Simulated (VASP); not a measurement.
# As (R-3m) in VASP: notebook, part 2 of 2

VASP 6.6.1. Earlier steps stand in the parts before.

### Step 4. Single point, LDA (22.61 Å³/atom)

This run uses another cell than the first one, of 22.61 Å³/atom.

Contents of INCAR:

```
SYSTEM = As
  PREC = Accurate
  ENCUT = 520
  EDIFF = 1E-7
  ISMEAR = -1
  SIGMA = 0.05
  LREAL = .False.
  LASPH = .True.
  NELM = 100
  ALGO = Normal
  ISIF = 2
  LWAVE = .False.
  LCHARG = .True.
  GGA = CA
  LELF = .True.
  LVHAR = .True.
  NBANDS = 12
```

Contents of KPOINTS:

```
regular mesh
0
Gamma
  13 13 13
  0 0 0
```

Contents of POSCAR:

```
As
1.0
    1.9166166498      1.1065591387      3.5541357880
   -1.9166166498      1.1065591387      3.5541357880
    0.0000000000     -2.2131182774      3.5541357880
As
2
Direct
    0.2275400000      0.2275400000      0.2275400000
    0.7724600000      0.7724600000      0.7724600000
```

Potentials or basis: VASP PAW LDA potentials, release 64 (As).

Launch:

```bash
$ cat potpaw_LDA.64/As/POTCAR > POTCAR
$ mpirun -np 1 vasp_std > vasp.out
```

OUTCAR:

```text
SYSTEM = As
   PREC = Accurate
   ENCUT = 520
   EDIFF = 1E-7
   ISMEAR = -1
   LREAL = .False.
   LASPH = .True.
   NELM = 100
   ISIF = 2
   GGA = CA

 ion  position               nearest neighbor table
   1  0.228  0.228  0.228-   2 2.57   2 2.57   2 2.57
   2  0.772  0.772  0.772-   1 2.57   1 2.57   1 2.57

  LATTYP: Found a trigonal (rhomboedric) cell.
 ALAT       =     4.1868572592
 COS(alpha) =     0.5808936906

  Lattice vectors:

 A1 = (   1.9166166498,   1.1065591387,   3.5541357880)
 A2 = (  -1.9166166498,   1.1065591387,   3.5541357880)
 A3 = (   0.0000000000,  -2.2131182774,   3.5541357880)

Analysis of symmetry for initial positions (statically):
=====================================================================
 Subroutine PRICEL returns:
 Original cell was already a primitive cell.

 Routine SETGRP: Setting up the symmetry group for a
 trigonal (rhombohedral) supercell.

 Subroutine GETGRP returns: Found 12 space group operations
 (whereof 12 operations were pure point group operations)
 out of a pool of 12 trial point group operations.

The static configuration has the point symmetry D_3d.

Analysis of symmetry for dynamics (positions and initial velocities):
=====================================================================
 Subroutine PRICEL returns:
 Original cell was already a primitive cell.

 Routine SETGRP: Setting up the symmetry group for a
 trigonal (rhombohedral) supercell.

 Subroutine GETGRP returns: Found 12 space group operations
 (whereof 12 operations were pure point group operations)
 out of a pool of 12 trial point group operations.

The dynamic configuration has the point symmetry D_3d.

 Subroutine INISYM returns: Found 12 space group operations
 (whereof 12 operations are pure point group operations),
 and found     1 'primitive' translations

[... 120 lines left out ...]
   LHFCALC =     F    Hartree Fock is set to
   AEXX    =    0.0000 exact exchange contribution
   IVDW    =     0    specifies the selected vdW correction
   LEPSILON=     F    determine dielectric tensor
   LRPA    =     F    only Hartree local field effects (RPA)
 non-spin polarized calculation
  energy-cutoff  :      520.00
  volume of cell :       45.23
 maximum number of plane-waves:      1237
   NGX = 15   NGY = 15   NGZ = 15

 number of electron      10.0000000 magnetization

 Free energy of the ion-electron system (eV)
  ---------------------------------------------------
  ext. energy  EPLUGINS =         0.00000000
  ---------------------------------------------------
  free energy    TOTEN  =       -10.71650886 eV

  energy without entropy =      -10.71552604  energy(sigma->0) =      -10.71601745

 E-fermi :   4.8975     XC(G=0):  -9.9608

 val. band max:        4.8464634624   @ k =   0.4615   0.0769   0.0769
 cond. band min:       4.9627674895   @ k =   0.3846   0.1538   0.1538
 fundamental gap:      0.1163040271
 Fermi energy:         4.8975337872

 k-point     1 :       0.0000    0.0000    0.0000
  band No.  band energies     occupation
      1      -9.6914      2.00000
      2      -1.2364      2.00000
      3       2.5419      2.00000
      4       3.0087      2.00000
      5       3.0087      2.00000
      6       6.6087      0.00000
      7       7.7149      0.00000
      8       7.7149      0.00000
      9      11.7043      0.00000
     10      11.7043      0.00000
     11      12.0103      0.00000
     12      13.5127      0.00000
[... 331 lines left out ...]
 k-point    24 :       0.4615    0.1538    0.0000
  band No.  band energies     occupation
      1      -7.5463      2.00000
      2      -5.1676      2.00000
      3       0.9770      2.00000
      4       1.6462      2.00000
      5       3.1419      2.00000
      6       6.4343      0.00000
      7       6.6638      0.00000
      8       7.6820      0.00000
      9      11.4674      0.00000
     10      14.4725      0.00000
     11      14.8972      0.00000
     12      16.5872      0.00000

 [... further k-points ...]

------------------------ aborting loop because EDIFF is reached ----------------------------------------

  FORCE on cell =-STRESS in cart. coord.  units (eV):
  Direction    XX          YY          ZZ          XY          YZ          ZX
  --------------------------------------------------------------------------------------
  -------------------------------------------------------------------------------------
  Total       -1.4721175     -1.4721175     -1.3756310      0.0000000     -0.0000000      0.0000000
  in kB      -52.1504330    -52.1504330    -48.7323538      0.0000000     -0.0000000      0.0000000
  external PRESSURE =     -51.0110733 kB  Pullay stress =       0.0000000 kB

 VOLUME and BASIS-vectors are now :
 -----------------------------------------------------------------------------
  energy-cutoff  :      520.00
  volume of cell :       45.23
      direct lattice vectors                 reciprocal lattice vectors
     1.916616650  1.106559139  3.554135788     0.260876373  0.150617044  0.093787450
    -1.916616650  1.106559139  3.554135788    -0.260876373  0.150617044  0.093787450
     0.000000000 -2.213118277  3.554135788     0.000000000 -0.301234088  0.093787450

 POSITION                                       TOTAL-FORCE (eV/Angst)
 -----------------------------------------------------------------------------------
      0.00000      0.00000      2.42612         0.000000      0.000000     -0.222788
      0.00000      0.00000      8.23628         0.000000      0.000000      0.222788
 -----------------------------------------------------------------------------------
    total drift:                               -0.000000      0.000000     -0.000000

  FREE ENERGIE OF THE ION-ELECTRON SYSTEM (eV)
  ---------------------------------------------------
  free  energy   TOTEN  =       -10.7165088585 eV

  energy  without entropy=      -10.7155260362  energy(sigma->0) =      -10.71601745
```

OSZICAR:

```text
N       E                     dE             d eps       ncg     rms          rms(c)
DAV:   1     0.274257419806E+02    0.27426E+02   -0.41330E+03  5544   0.690E+02
DAV:   2    -0.906833458689E+01   -0.36494E+02   -0.34825E+02  7568   0.108E+02
DAV:   3    -0.107473064638E+02   -0.16790E+01   -0.16732E+01  6932   0.242E+01
DAV:   4    -0.107565757626E+02   -0.92693E-02   -0.92665E-02  6320   0.206E+00
DAV:   5    -0.107566022652E+02   -0.26503E-04   -0.26503E-04  6920   0.119E-01    0.324E+00
DAV:   6    -0.107303621260E+02    0.26240E-01   -0.68717E-03  6348   0.433E-01    0.190E+00
DAV:   7    -0.107165148141E+02    0.13847E-01   -0.13682E-02  6296   0.627E-01    0.702E-02
DAV:   8    -0.107165034641E+02    0.11350E-04   -0.39650E-04  6524   0.124E-01    0.232E-02
DAV:   9    -0.107165090612E+02   -0.55971E-05   -0.26948E-05  6764   0.292E-02    0.774E-03
DAV:  10    -0.107165087671E+02    0.29407E-06   -0.21361E-06  6504   0.770E-03    0.224E-03
DAV:  11    -0.107165088585E+02   -0.91390E-07   -0.18031E-07  6100   0.258E-03
   1 F= -.10716509E+02 E0= -.10716017E+02  d E =-.982822E-03
```

Wall time 41 s (1 thread of AMD EPYC 9R45 (Zen 5), shared host); peak memory 0.2 GiB.

What came out:

* Free energy: -10.7165 eV
* Pressure: -5.1 GPa
* Largest force: 0.223 eV/Å
* Band gap on the k mesh: zero (bands 5 and 6 overlap by 0.32 eV)

Forces in eV/Å, atoms in the order of the input:
```
As   0.000  0.000 -0.223
As   0.000  0.000  0.223
```

Stress tensor (GPa, compression positive):
```
-5.22  0.00  0.00
 0.00 -5.22  0.00
 0.00  0.00 -4.87
```

Levels at points of the mesh, in eV from the Fermi level:
| k point | band 2 | band 3 | band 4 | band 5 | band 6 | band 7 | band 8 | band 9 |
| --- | --- | --- | --- | --- | --- | --- | --- | --- |
| (0.00, 0.00, 0.00) | -6.13 | -2.36 | -1.89 | -1.89 | 1.71 | 2.82 | 2.82 | 6.81 |

Caveat: the cell stands under tension.

### Step 5. The runs side by side

| cell | gap on the mesh (eV) | pressure (GPa) | largest force (eV/Å) |
| --- | --- | --- | --- |
| a = 4.160 Å, angles 54.5°, 2 atoms | none | -3.9 | 0.11 |
| a = 4.129 Å, angles 55.3°, 2 atoms | none | -4.2 | 0.05 |
| a = 4.187 Å, angles 54.5°, 2 atoms | none | -5.1 | 0.22 |

Alike in all rows: task single point; level LDA; potentials or basis VASP PAW LDA potentials, release 64 (As); no spin polarisation; k mesh 13 × 13 × 13; cutoff (eV) 520; smearing fermi-dirac 0.05 eV.

Caveats: the cell stands under tension.

Total energies depend on the potentials used, so only differences within one code and one set of settings carry meaning.

The gap in the log of VASP goes by the Fermi energy; the results here count the filled bands.